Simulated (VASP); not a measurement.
# InW4 (P6/mmm) in VASP: relaxation of cell and atoms with PBE

Aim: the relaxation of cell and atoms of InW4 with PBE.

Everything below comes from runs of VASP 6.6.1. Logs are shortened: lines on timing, memory, paths and dates and some standing lists are left out, and cuts for length are marked.

## 1. The cell of the first run

The structure is hexagonal, space group P6/mmm (No. 191). Conventional cell: a = 5.344 Å, b = 5.344 Å, c = 4.965 Å, α = 90.00°, β = 90.00°, γ = 120.00°. Within 3.3 Å of In (site symmetry 6/mmm) lie 8 W at 2.48 to 2.67 Å. Within 3.5 Å of W (site symmetry mmm) lie 4 W at 2.67 Å and 2 In at 2.67 Å. Within 3.3 Å of W (site symmetry 6/mmm) lie 2 In at 2.48 Å.

The cell was built from a structure type or drawn by symmetry, and may not be a known phase.

## 2. Relaxation of cell and atoms, PBE

File INCAR:

```
PREC = Accurate
ENCUT = 500
EDIFF = 1E-7
ISMEAR = 0
SIGMA = 0.1
LREAL = False
LASPH = True
NELM = 120
ALGO = Normal
ISIF = 3
LWAVE = False
LCHARG = False
GGA = PE
IBRION = 2
NSW = 100
EDIFFG = -0.01
GGA_COMPAT = False
NELMIN = 4
```

File KPOINTS:

```
Automatic mesh
0
Gamma
  12 12 8
```

File POSCAR:

```
InW4
1.0
    5.3443667669      0.0000000000      0.0000000000
   -2.6721833834      4.6283573873      0.0000000000
    0.0000000000      0.0000000000      4.9647206884
In W
1 4
Direct
    0.0000000000      0.0000000000      0.0000000000
    0.5000000000      0.0000000000      0.0000000000
    0.0000000000      0.5000000000      0.0000000000
    0.5000000000      0.5000000000      0.0000000000
    0.0000000000      0.0000000000      0.5000000000
```

Potentials or basis: VASP PAW PBE potentials, release 64 (In_d, W_sv).

Launch:

```sh
$ cat potpaw_PBE.64/In_d/POTCAR potpaw_PBE.64/W_sv/POTCAR > POTCAR
$ mpirun -np 1 vasp_std > vasp.out
```

OUTCAR:

```text
PREC = Accurate
   ENCUT = 500
   EDIFF = 1E-7
   ISMEAR = 0
   LREAL = False
   LASPH = True
   NELM = 120
   ISIF = 3
   GGA = PE
   IBRION = 2
   NSW = 100
   EDIFFG = -0.01
   NELMIN = 4

 ion  position               nearest neighbor table
   1  0.000  0.000  0.000-   5 2.48   5 2.48   3 2.67   3 2.67   2 2.67   2 2.67   4 2.67   4 2.67

   2  0.500  0.000  0.000-   4 2.67   4 2.67   1 2.67   1 2.67   3 2.67   3 2.67
   3  0.000  0.500  0.000-   1 2.67   1 2.67   4 2.67   4 2.67   2 2.67   2 2.67
   4  0.500  0.500  0.000-   2 2.67   2 2.67   3 2.67   3 2.67   1 2.67   1 2.67
   5  0.000  0.000  0.500-   1 2.48   1 2.48

  LATTYP: Found a hexagonal cell.
 ALAT       =     5.3443667669
 C/A-ratio  =     0.9289633188

  Lattice vectors:

 A1 = (   5.3443667669,   0.0000000000,   0.0000000000)
 A2 = (  -2.6721833834,   4.6283573873,   0.0000000000)
 A3 = (   0.0000000000,   0.0000000000,   4.9647206884)

Analysis of symmetry for initial positions (statically):
=====================================================================
 Subroutine PRICEL returns:
 Original cell was already a primitive cell.

 Routine SETGRP: Setting up the symmetry group for a
 hexagonal supercell.

 Subroutine GETGRP returns: Found 24 space group operations
 (whereof 24 operations were pure point group operations)
 out of a pool of 24 trial point group operations.

The static configuration has the point symmetry D_6h.

Analysis of symmetry for dynamics (positions and initial velocities):
=====================================================================
 Subroutine PRICEL returns:
 Original cell was already a primitive cell.

 Routine SETGRP: Setting up the symmetry group for a
 hexagonal supercell.

 Subroutine GETGRP returns: Found 24 space group operations
 (whereof 24 operations were pure point group operations)
 out of a pool of 24 trial point group operations.

The dynamic configuration has the point symmetry D_6h.

 Subroutine INISYM returns: Found 24 space group operations
 (whereof 24 operations are pure point group operations),
 and found     1 'primitive' translations

----------------------------------------------------------------------------------------

                                     Primitive cell

  volume of cell :     122.8055

  direct lattice vectors                    reciprocal lattice vectors
     5.344366767  0.000000000  0.000000000     0.187112907  0.108029687  0.000000000
    -2.672183383  4.628357387  0.000000000     0.000000000  0.216059374  0.000000000
     0.000000000  0.000000000  4.964720688     0.000000000  0.000000000  0.201421200

  length of vectors
     5.344366767  5.344366767  4.964720688     0.216059374  0.216059374  0.201421200

  position of ions in fractional coordinates (direct lattice)
     0.000000000  0.000000000  0.000000000
     0.500000000  0.000000000  0.000000000
     0.000000000  0.500000000  0.000000000
     0.500000000  0.500000000  0.000000000
     0.000000000  0.000000000  0.500000000

  ion indices of the primitive-cell ions
   primitive index   ion index
                 1           1
                 2           2
                 3           3
                 4           4
                 5           5

----------------------------------------------------------------------------------------

 KPOINTS: Automatic mesh

Automatic generation of k-mesh.
 Grid dimensions read from file:
 generate k-points for:   12   12    8

 Generating k-lattice:

  Cartesian coordinates                     Fractional coordinates (reciprocal lattice)
     0.015592742  0.009002474  0.000000000     0.083333333  0.000000000  0.000000000
     0.000000000  0.018004948  0.000000000     0.000000000  0.083333333  0.000000000
     0.000000000  0.000000000  0.025177650     0.000000000  0.000000000  0.125000000

  Length of vectors
     0.018004948  0.018004948  0.025177650

  Shift w.r.t. Gamma in fractional coordinates (k-lattice)
     0.000000000  0.000000000  0.000000000

 Subroutine IBZKPT returns following result:
 ===========================================

 Found     95 irreducible k-points:

 Following reciprocal coordinates:
            Coordinates               Weight
  0.000000  0.000000  0.000000      1.000000
  0.083333  0.000000  0.000000      6.000000
  0.166667  0.000000  0.000000      6.000000
  0.250000  0.000000  0.000000      6.000000
  0.333333  0.000000  0.000000      6.000000
  0.416667  0.000000  0.000000      6.000000
[... 16 lines left out ...]
  0.250000  0.000000  0.125000     12.000000
  0.333333  0.000000  0.125000     12.000000
 [... further k-points ...]
   k-points           NKPTS =     95   k-points in BZ     NKDIM =     95   number of bands    NBANDS=     41
   number of dos      NEDOS =    301   number of ions     NIONS =      5
   total plane-waves  NPLWV =  57600
   dimension x,y,z NGX =    40 NGY =   40 NGZ =   36
   dimension x,y,z NGXF=    80 NGYF=   80 NGZF=   72
   ions per type =               1   4
   NGX,Y,Z   is equivalent  to a cutoff of  12.44, 12.44, 12.05 a.u.
   NGXF,Y,Z  is equivalent  to a cutoff of  24.89, 24.89, 24.11 a.u.
 SYSTEM =  unknown system
   PREC   = accura    normal or accurate (medium, high low for compatibility)
   ISTART =      0    job   : 0-new  1-cont  2-samecut
   ICHARG =      2    charge: 1-file 2-atom 10-const
   ISPIN  =      1    spin polarized calculation?
   LNONCOLLINEAR =      F non collinear calculations
   LSORBIT =      F    spin-orbit coupling
   LASPH  =      T    aspherical Exc in radial PAW
   ENCUT  =  500.0 eV  36.75 Ry    6.06 a.u.   9.74  9.74  9.05*2*pi/ulx,y,z
   NELM   =    120;   NELMIN=  4; NELMDL= -5     # of ELM steps
   EDIFF  = 0.1E-06   stopping-criterion for ELM
   LREAL  =      F    real-space projection
   EDIFFG = -.1E-01   stopping-criterion for IOM
   NSW    =    100    number of steps for IOM
   IBRION =      2    ionic relax: 0-MD 1-quasi-New 2-CG
   NFREE  =      1    steps in history (QN), initial steepest desc. (CG)
   ISIF   =      3    stress and relaxation
   ISYM   =      2    0-nonsym 1-usesym 2-fastsym
   POTIM  = 0.5000    time-step for ionic-motion
   TEBEG  =    0.0;   TEEND  =   0.0 temperature during run
   PSTRESS=    0.0 pullay stress
   NELECT =      69.0000    total number of electrons
   NUPDOWN=      -1.0000    fix difference up-down
   EMIN   =  10.00;   EMAX   =-10.00  energy-range for DOS
   EFERMI =   0.00;   METHOD = LEGACY
   ISMEAR =     0;   SIGMA  =   0.10  broadening in eV -4-tet -1-fermi 0-gaus
   EFERMI_NEDOS =   21; number of points for ismear=-14 and -15
   IALGO  =     38    algorithm
   IMIX   =      4    mixing-type and parameters
     AMIX     =   0.40;   BMIX     =  1.00
     AMIX_MAG =   1.60;   BMIX_MAG =  1.00
  volume/ion in A,a.u.               =      24.56       165.75
  Fermi-wavevector in a.u.,A,eV,Ry     =   1.350886  2.552803 24.829158  1.824892
  Thomas-Fermi vector in A             =   2.478353
   LORBIT       =      0    0 simple, 1 ext, 2 COOP (PROOUT), +10 PAW based schemes
   GGA     = PE    functional components
   LHFCALC =     F    Hartree Fock is set to
   AEXX    =    0.0000 exact exchange contribution
   IVDW    =     0    specifies the selected vdW correction
   LEPSILON=     F    determine dielectric tensor
   LRPA    =     F    only Hartree local field effects (RPA)
 conjugate gradient relaxation of ions
 non-spin polarized calculation
 Gauss-broadening in eV      SIGMA  =   0.10
  energy-cutoff  :      500.00
  volume of cell :      122.81
 maximum number of plane-waves:      3163
 NGX is ok and might be reduce to    40
   NGX = 19   NGY = 19   NGZ = 19

--------------------------------------- Ionic step        1  -------------------------------------------

 number of electron      69.0000005 magnetization

 Free energy of the ion-electron system (eV)
  ---------------------------------------------------
  ext. energy  EPLUGINS =         0.00000000
  ---------------------------------------------------
  free energy    TOTEN  =       -40.89031164 eV

  energy without entropy =      -40.85337744  energy(sigma->0) =      -40.87184454

------------------------ aborting loop because EDIFF is reached ----------------------------------------

  FORCE on cell =-STRESS in cart. coord.  units (eV):
  Direction    XX          YY          ZZ          XY          YZ          ZX
  --------------------------------------------------------------------------------------
  -------------------------------------------------------------------------------------
  Total       -0.0162312     -0.0162312      0.5849284     -0.0000000      0.0000000      0.0000000
  in kB       -0.2117603     -0.2117603      7.6312435     -0.0000000      0.0000000      0.0000000
  external PRESSURE =       2.4025743 kB  Pullay stress =       0.0000000 kB
[... 63 lines left out ...]
  energy  without entropy=      -40.8527229610  energy(sigma->0) =      -40.87157975

--------------------------------------- Ionic step        3  -------------------------------------------

 number of electron      69.0000005 magnetization

 Free energy of the ion-electron system (eV)
  ---------------------------------------------------
  ext. energy  EPLUGINS =         0.00000000
  ---------------------------------------------------
  free energy    TOTEN  =       -40.89116048 eV

  energy without entropy =      -40.85382278  energy(sigma->0) =      -40.87249163

 E-fermi :   5.8000     XC(G=0): -10.7142

 val. band max:        5.7979752242   @ k =   0.4167   0.0833   0.2500
 cond. band min:       5.8115655255   @ k =   0.3333   0.0833   0.2500
 fundamental gap:      0.0135903013
 Fermi energy:         5.7999775854

 k-point     1 :       0.0000    0.0000    0.0000
  band No.  band energies     occupation
      1     -68.5494      2.00000
      2     -68.1657      2.00000
      3     -68.0467      2.00000
      4     -68.0467      2.00000
      5     -33.0304      2.00000
      6     -32.7512      2.00000
[... 1045 lines left out ...]
     40       7.1622      0.00000
     41       7.5130      0.00000

 [... further k-points ...]
[... 5 lines left out ...]
  --------------------------------------------------------------------------------------
  -------------------------------------------------------------------------------------
  Total        0.0344148      0.0344148      0.0076349      0.0000000      0.0000000      0.0000000
  in kB        0.4477558      0.4477558      0.0993346      0.0000000      0.0000000      0.0000000
  external PRESSURE =       0.3316154 kB  Pullay stress =       0.0000000 kB
[... 20 lines left out ...]
  FREE ENERGIE OF THE ION-ELECTRON SYSTEM (eV)
  ---------------------------------------------------
  free  energy   TOTEN  =       -40.8911604767 eV

  energy  without entropy=      -40.8538227777  energy(sigma->0) =      -40.87249163

 reached required accuracy - stopping structural energy minimisation
```

It took 15 min on 1 thread of AMD EPYC 9R45 (Zen 5), shared host; peak memory 0.46 GiB.

Results:

```
Free energy                           : -40.8912 eV
Relaxed volume                        : 24.63 Å³/atom
Relaxed cell                          : a = 5.344 Å, b = 5.344 Å, c = 4.979 Å, α = 90.00°, β = 90.00°, γ = 120.00°
Space group after relaxing (to 0.1 Å) : P6/mmm (No. 191)
Energy gained by relaxing             : 0.2 meV/atom
Ionic steps                           : 3
Pressure after relaxing               : 0.0 GPa
Band gap on the k mesh                : zero (an odd number of electrons rules out a gap without spin polarisation)
```

The path:
| step | energy change (eV) | largest force (eV/Å) | pressure (GPa) | volume (Å³) |
| --- | --- | --- | --- | --- |
| 1 | 0.0000 | 0.0000 | 0.24 | 122.81 |
| 2 | -0.0001 | 0.0000 | -0.16 | 123.46 |
| 3 | -0.0008 | 0.0000 | 0.03 | 123.14 |

Final structure:
```
In W
1.0
     5.34393    0.00000    0.00000
    -2.67197    4.62798    0.00000
     0.00000    0.00000    4.97922
In W
1 4
Direct
  0.00000 0.00000 0.00000
  0.50000 0.00000 0.00000
  0.00000 0.50000 0.00000
  0.50000 0.50000 0.00000
  0.00000 0.00000 0.50000
```

Levels at points of the mesh, in eV from the Fermi level:
| k point | band 33 | band 34 | band 35 | band 36 | band 37 | band 38 |
| --- | --- | --- | --- | --- | --- | --- |
| (0.00, 0.00, 0.00) | -0.16 | -0.16 | 0.80 | 1.28 | 1.28 | 1.87 |
| (0.50, 0.00, 0.00) | -0.68 | -0.62 | 0.11 | 0.48 | 0.54 | 0.54 |
| (0.00, 0.00, 0.50) | -0.70 | -0.03 | -0.03 | 1.34 | 1.34 | 2.34 |
| (0.50, 0.00, 0.50) | -0.49 | -0.47 | -0.39 | 0.38 | 0.40 | 0.55 |

Caveat: spin-orbit coupling is left out, which moves the levels of the heavy elements.
